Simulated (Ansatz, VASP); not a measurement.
## One calculation of SnSe, two programs

Contents of INCAR:

```
SYSTEM = SnSe
  ALGO = Normal
  EDIFF = 1E-7
  ENCUT = 520
  GGA = PE
  ISIF = 2
  ISMEAR = 0
  LASPH = .True.
  LCHARG = .False.
  LREAL = .False.
  LWAVE = .False.
  NBANDS = 50
  NELM = 100
  PREC = Accurate
  SIGMA = 0.1
```

Contents of KPOINTS:

```
k-points
0
Gamma
  4 4 4
  0 0 0
```

POSCAR

```
SnSe
1.0
   -5.4328221000      5.4328221000      3.0606421000
    5.4328221000     -5.4328221000      3.0606421000
    5.4328221000      5.4328221000     -3.0606421000
Sn Se
4 4
Direct
    0.8760200000      0.3760200000      0.2520400000
    0.1239800000      0.6239800000      0.7479600000
    0.3760200000      0.1239800000      0.5000000000
    0.6239800000      0.8760200000      0.5000000000
    0.8686585000      0.6313415000      0.5000000000
    0.1313415000      0.3686585000      0.5000000000
    0.3686585000      0.8686585000      0.2373170000
    0.6313415000      0.1313415000      0.7626830000
```

Input for Ansatz:

```yaml
crystal:
  lattice:
    - [-5.4328221, 5.4328221, 3.0606421]
    - [5.4328221, -5.4328221, 3.0606421]
    - [5.4328221, 5.4328221, -3.0606421]
  atoms:
    - { symbol: Sn, position: [0.87602, 0.37602, 0.25204] }
    - { symbol: Sn, position: [0.12398, 0.62398, 0.74796] }
    - { symbol: Sn, position: [0.37602, 0.12398, 0.5] }
    - { symbol: Sn, position: [0.62398, 0.87602, 0.5] }
    - { symbol: Se, position: [0.8686585, 0.6313415, 0.5] }
    - { symbol: Se, position: [0.1313415, 0.3686585, 0.5] }
    - { symbol: Se, position: [0.3686585, 0.8686585, 0.237317] }
    - { symbol: Se, position: [0.6313415, 0.1313415, 0.762683] }
basis:
  ecutwfc: 420
kpoints:
  mp_grid: { grid: [4, 4, 4] }
hamiltonian:
  xc: pbe
scf:
  occupations: { method: gaussian, width: 0.1 }
  lower_state_search: "off"
output:
  forces: true
  stress: true
  eigenvalues: true
```

Alike in both runs: task single point; functional PBE; k mesh 4 × 4 × 4; occupations gaussian, width 0.1 eV; no spin polarisation.

```csv
,VASP,Ansatz
version,VASP 6.6.1,Ansatz 0.2.0
potentials or method,"VASP PAW PBE potentials, release 64 (Sn_d, Se), cutoff 520 eV","scalar-relativistic, plane waves, PAW"
valence electrons in the cell,80,120
```

|  | VASP | Ansatz | Ansatz less VASP |
| --- | --- | --- | --- |
| gap on the k mesh at the Fermi level (eV) | 1.12 | 1.13 | +0.009 |
| least direct gap on the mesh (eV) | 1.12 | 1.13 | +0.009 |
| pressure (GPa) | 0.0 | 0.0 | -0.02 |
| traceless stress, the component that is largest in VASP (GPa) | 0.11 | 0.13 | +0.019 |
| rms of the force components (eV/Å) | 0.007 | 0.012 | +0.0057 |

Atom by atom the forces differ by 0.010 eV/Å (rms over components). VASP's potentials hold 80 valence electrons a cell and Ansatz's 120, so a difference there can come from the potentials and not from the codes.
